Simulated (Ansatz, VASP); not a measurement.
Two plane-wave programs on CaH5

```
Ca H
1.0
    -1.59027    3.36501    2.55858
     1.59027   -3.36501    2.55858
     1.59027    3.36501   -2.55858
Ca H
1 5
Direct
  0.34442 0.34442 0.00000
  0.98683 0.67667 0.31016
  0.36650 0.67667 0.68984
  0.79388 0.13196 0.33808
  0.79388 0.45581 0.66192
  0.80179 0.80179 0.00000
```

Alike in both runs: functional PBE; k mesh 14 × 14 × 14; occupations gaussian, width 0.1 eV; no spin polarisation.

Ansatz relaxed the structure, and its values are those at the end. VASP's run is a single point on that final structure, the one shown.

|  | VASP | Ansatz |
| --- | --- | --- |
| version | VASP 6.6.1 | Ansatz 0.2.0 |
| potentials or method | VASP PAW PBE potentials, release 64 (Ca_sv, H), cutoff 520 eV | scalar-relativistic, plane waves, PAW |
| valence electrons in the cell | 15 | 15 |

Ansatz gave:

| Item | Value |
| --- | --- |
| gap on the k mesh at the Fermi level (eV) | none |
| pressure (GPa) | 0.0 |
| rms of the force components (eV/Å) | 0.001 |

**Question.** Estimate VASP's values.

**Answer.** gap on the k mesh at the Fermi level (eV): none; pressure (GPa): -0.1; rms of the force components (eV/Å): 0.003.

A gap of «none» marks a metal or a gap that the smearing closes. The functional is the same, so the differences come from potentials, cutoffs and numerics.
